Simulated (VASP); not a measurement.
ZnW2Br4: single point with PBE+D3(BJ)

ZnW2Br4:

```
Zn W Br
1.0
     3.21348    0.00000    0.00000
    -1.60674    2.78296    0.00000
     0.00000    0.00000   16.73584
Zn W Br
1 2 4
Cartesian
  0.0000 0.0000 8.3679
  0.0000 0.0000 13.2240
  0.0000 0.0000 3.5118
  0.0000 1.8553 11.3644
  1.6067 0.9277 15.0836
  0.0000 1.8553 1.6522
  1.6067 0.9277 5.3715
```

```json
{
  "Program": "VASP 6.6.1",
  "Task": "single point",
  "Functional": "PBE",
  "Dispersion": "D3(BJ)",
  "Potentials or basis": "VASP PAW PBE potentials, release 64 (Zn, W_sv, Br)",
  "Cutoff": "520 eV",
  "k mesh": "12 × 12 × 4",
  "Occupations": "gaussian, width 0.1 eV",
  "Spin": "no spin polarisation",
  "Dipole correction": "no",
  "Further INCAR settings": "ALGO = Normal; EDIFF = 1e-07; NBANDS = 43"
}
```

| Quantity | Value |
| --- | --- |
| Pressure | 0.2 GPa |
| Largest force | 0.027 eV/Å |
| Band gap on the k mesh | zero (bands 34 and 35 overlap by 1.54 eV) |
| Dispersion energy per atom | -0.383 eV |

Forces in eV/Å, atoms in the order of the input:
```
Zn   0.000  0.000  0.000
W    0.000  0.000  0.000
W    0.000  0.000  0.000
Br   0.000  0.000 -0.026
Br   0.000  0.000  0.027
Br   0.000  0.000 -0.027
Br   0.000  0.000  0.026
```

Levels at points of the mesh, in eV from the Fermi level:
```tsv
k point	band 32	band 33	band 34	band 35	band 36	band 37
(0.00, 0.00, 0.00)	-2.66	-0.99	-0.99	-0.99	-0.99	0.99
(0.50, 0.00, 0.00)	-1.27	-0.25	0.52	0.59	1.27	1.38
(0.00, 0.00, 0.50)	-2.57	-0.99	-0.99	-0.99	-0.99	0.99
(0.50, 0.00, 0.50)	-1.26	-0.24	0.36	0.75	1.28	1.38
```

Wall time 6.2 min on 1 × NVIDIA H100 80GB with 1 thread of AMD EPYC 7R13 Processor (Zen 3), with other jobs on the host, peak memory 1.6 GiB.

Caveat: spin-orbit coupling is left out, which moves the levels of the heavy elements.
